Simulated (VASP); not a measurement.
Set up this calculation in VASP 6.6.1, as the native input.

* Task: single point
* Functional: PBE
* Potentials or basis: VASP PAW PBE potentials, release 64 (Pd)
* Cutoff: 520 eV
* k mesh: 20 × 20 × 20
* Occupations: gaussian, width 0.15 eV
* Spin: no spin polarisation
* Dipole correction: no
* Further INCAR settings: ALGO = Normal; EDIFF = 1e-07; NBANDS = 11

The structure of Pd lies in POSCAR:

```
Pd
1.0
    0.0000000000      2.0421450000      1.9935225000
    2.0421450000      0.0000000000      1.9935225000
    2.0421450000      2.0421450000      0.0000000000
Pd
1
Direct
    0.0000000000      0.0000000000      0.0000000000
```

This cell differs from its parent crystal: strain +0.050 along x and y, +0.025 along z.

These files were run (other wordings do the same):

INCAR

```
ALGO     = Normal         # electronic algorithm
EDIFF    = 1E-7           # SCF threshold, eV
ENCUT    = 520            # plane-wave cutoff, eV
GGA      = PE             # functional
ISIF     = 2              # what is computed and relaxed
ISMEAR   = 0              # smearing method
LASPH    = T              # aspherical terms in the spheres
LCHARG   = T              # write CHGCAR
LELF     = T              # ELF
LREAL    = F              # projectors in reciprocal space
LVHAR    = T            
LWAVE    = F              # write WAVECAR
NBANDS   = 11             # bands
NELM     = 100            # most SCF steps
PREC     = Accurate       # precision mode
SIGMA    = 0.15           # smearing width, eV
```

KPOINTS

```
k-points
0
Gamma
  20 20 20
```

Potentials or basis: VASP PAW PBE potentials, release 64 (Pd).

Launch:

```console
$ cat potpaw_PBE.64/Pd/POTCAR > POTCAR
$ mpirun -np 1 vasp_std > vasp.out
```

It gave:

The pressure is -11.0 GPa. The band gap on the k mesh is zero (band 5 reaches 8.17 eV, above the bottom of band 6 at 6.84 eV).

Caveat: the cell differs from its parent crystal (strain +0.050 along x and y, +0.025 along z).

Wall time 34 s on 1 thread of Intel(R) Xeon(R) 6975P-C (Granite Rapids) (shared host), peak memory 0.24 GiB.
